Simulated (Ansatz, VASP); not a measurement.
## SiC in VASP and in Ansatz

Contents of INCAR:

```
PREC     = Accurate       # precision mode
ENCUT    = 600            # plane-wave cutoff, eV
EDIFF    = 1E-7           # SCF threshold, eV
ISMEAR   = 0              # smearing method
SIGMA    = 0.1            # smearing width, eV
LREAL    = False          # projectors in reciprocal space
LASPH    = True           # aspherical terms in the spheres
NELM     = 100            # most SCF steps
ALGO     = Normal         # electronic algorithm
ISIF     = 3              # what is computed and relaxed
LWAVE    = False          # write WAVECAR
LCHARG   = False          # write CHGCAR
GGA      = PE             # functional
IBRION   = 2              # ionic algorithm
NSW      = 80             # ionic steps
EDIFFG   = -0.025         # ionic threshold
```

Contents of KPOINTS:

```
Automatic mesh
0
Gamma
  6 6 6
```

File POSCAR:

```
SiC
1.0
   -0.0227685440      2.2457667687      2.2135679552
    2.1210222599      2.2222145024      0.0007837223
   -2.0776930584      4.4003160811     -2.0995819549
Si C
2 2
Direct
    0.1128493369      0.1277814622      0.6271263902
    0.6168274717      0.6602930235      0.1358079905
   -0.0059895413     -0.0107759746     -0.0121126480
    0.5263127326      0.4727014888      0.4991782673
```

Input for Ansatz:

```yaml
crystal:
  lattice:
    - [-0.022768544, 2.2457667687, 2.2135679552]
    - [2.1210222599, 2.2222145024, 0.0007837223]
    - [-2.0776930584, 4.4003160811, -2.0995819549]
  atoms:
    - { symbol: Si, position: [0.1128493369, 0.1277814622, 0.6271263902] }
    - { symbol: Si, position: [0.6168274717, 0.6602930235, 0.1358079905] }
    - { symbol: C, position: [-0.0059895413, -0.0107759746, -0.012112648] }
    - { symbol: C, position: [0.5263127326, 0.4727014888, 0.4991782673] }
basis:
  ecutwfc: 420
kpoints:
  mp_grid: { grid: [6, 6, 6] }
hamiltonian:
  xc: pbe
scf:
  occupations: { method: gaussian, width: 0.1 }
  lower_state_search: "off"
output:
  forces: true
  stress: true
  eigenvalues: true
relax:
  adjacent_minimum: "off"
  f_tol: 0.025
  max_steps: 60
  cell: { stress_tol: 0.25 }
```

Change from the starting cell: cell x2, atoms moved at random (sigma 0.05 Å) and cell strained at random (1.5 %), then relaxed without symmetry.

Alike in both runs: task relaxation of cell and atoms; functional PBE; k mesh 6 × 6 × 6; occupations gaussian, width 0.1 eV; no spin polarisation.

|  | VASP | Ansatz |
| --- | --- | --- |
| version | VASP 6.6.1 | Ansatz 0.2.0 |
| potentials or method | VASP PAW PBE potentials, release 64 (Si, C), cutoff 600 eV | scalar-relativistic, plane waves, PAW |
| valence electrons in the cell | 16 | 16 |

Ansatz gave:

```
gap on the k mesh at the Fermi level, each at its own relaxed structure (eV) : 1.37
relaxed volume (Å³/atom)                                                     : 10.50
relaxed cell length with the largest relative difference (Å)                 : 3.097
```

Problem. What did VASP give for the same quantities?

Solution. gap on the k mesh at the Fermi level, each at its own relaxed structure (eV): 1.36; relaxed volume (Å³/atom): 10.50; relaxed cell length with the largest relative difference (Å): 3.097.
